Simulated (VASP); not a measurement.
Set up this calculation in VASP 6.6.1, as the native input.

```yaml
Task: single point
Functional: r2SCAN
Potentials_or_basis: VASP PAW PBE potentials, release 64 (Fe)
Cutoff: 520 eV
k_mesh: 14 × 14 × 14
Occupations: fermi-dirac, width 0.1 eV
Spin: collinear spin, ferromagnetic start
Starting_moments: "[3.0] μB"
Dipole_correction: no
Further_INCAR_settings: ALGO = Normal; EDIFF = 1e-06; NBANDS = 14
```

The system is Fe.

```
CELL_PARAMETERS angstrom
0.00000 1.90882 1.93179
1.47304 0.00000 1.93179
1.47304 1.90882 0.00000
ATOMIC_POSITIONS crystal
Fe 0.00000 0.00000 0.00000
```

This cell differs from its parent crystal: volume scaled by 0.95.

One way to write it, as run:

POSCAR

```
Fe
1.0
    0.0000000000      1.9088224892      1.9317918595
    1.4730375193      0.0000000000      1.9317918595
    1.4730375193      1.9088224892      0.0000000000
Fe
1
Direct
    0.0000000000      0.0000000000      0.0000000000
```

INCAR.step1

```
SYSTEM = Fe
ALGO = Normal ; EDIFF = 1E-4
ENCUT = 520 ; GGA = PE
ISMEAR = -1 ; ISPIN = 2
LASPH = .TRUE. ; LCHARG = .FALSE.
LMAXMIX = 4 ; LREAL = .FALSE.
LWAVE = .TRUE. ; MAGMOM = 3
NBANDS = 14 ; NELM = 150
PREC = Accurate ; SIGMA = 0.1
```

INCAR.step2

```
SYSTEM = Fe
ALGO = Normal ; EDIFF = 1E-6
ENCUT = 520 ; ISIF = 2
ISMEAR = -1 ; ISPIN = 2
ISTART = 1 ; LASPH = .TRUE.
LCHARG = .FALSE. ; LMAXMIX = 4
LMIXTAU = .TRUE. ; LORBIT = 11
LREAL = .FALSE. ; LWAVE = .FALSE.
MAGMOM = 3 ; METAGGA = R2SCAN
NBANDS = 14 ; NELM = 150
PREC = Accurate ; SIGMA = 0.1
```

KPOINTS

```
k-points
0
G
  14 14 14
  0 0 0
```

Potentials or basis: VASP PAW PBE potentials, release 64 (Fe).

The run is started by

```console
$ cat potpaw_PBE.64/Fe/POTCAR > POTCAR
$ cp INCAR.step1 INCAR
$ mpirun -np 1 vasp_std > vasp.out
$ cp INCAR.step2 INCAR
$ mpirun -np 1 vasp_std > vasp.out
```

Results of the run:

The pressure is 16.4 GPa and the net moment is 2.54 μB per cell. The site moments are Fe +2.58 μB and the valence electrons inside the program's atomic spheres are Fe 7.38.

Caveat: the PAW data sets were made with another functional, which shifts forces and pressure a little.

Wall time 11 min on 1 thread of Intel Xeon 8259CL, on a shared host, peak memory 0.21 GiB.
